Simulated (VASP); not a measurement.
A run of VASP 6.6.1 is set up as follows.

File INCAR:

```
ALGO = Normal ; EDIFF = 1E-6
ENCUT = 520 ; GGA = PE
ISIF = 2 ; ISMEAR = 0
LASPH = T ; LCHARG = F
LREAL = F ; LWAVE = F
NBANDS = 18 ; NELM = 60
PREC = Accurate ; SIGMA = 0.019000000000000003
```

Contents of KPOINTS:

```
k-points
0
Gamma
  12 12 12
```

File POSCAR:

```
Si2W
1.0
   -1.6069000000      1.6069000000      3.9149500000
    1.6069000000     -1.6069000000      3.9149500000
    1.6069000000      1.6069000000     -3.9149500000
W Si
1 2
Direct
    0.0000000000      0.0000000000      0.0000000000
    0.6653000000      0.6653000000      0.0000000000
    0.3347000000      0.3347000000      0.0000000000
```

Potentials or basis: VASP PAW PBE potentials, release 64 (W_sv, Si).

Run with:

```bash
$ cat potpaw_PBE.64/W_sv/POTCAR potpaw_PBE.64/Si/POTCAR > POTCAR
$ mpirun -np 1 vasp_std > vasp.out
```

Task: Predict the pressure.

Result: 3.3 GPa.

Task: Estimate the largest force.

Result: 0.084 eV/Å.

Task: Estimate the band gap on the k mesh.

Result: Zero (bands 11 and 12 overlap by 1.30 eV).

Forces in eV/Å, atoms in the order of the input:
```
W    0.000  0.000  0.000
Si   0.000  0.000  0.084
Si   0.000  0.000 -0.084
```

Caveat: the cell stands under pressure; spin-orbit coupling is left out, which moves the levels of the heavy elements.
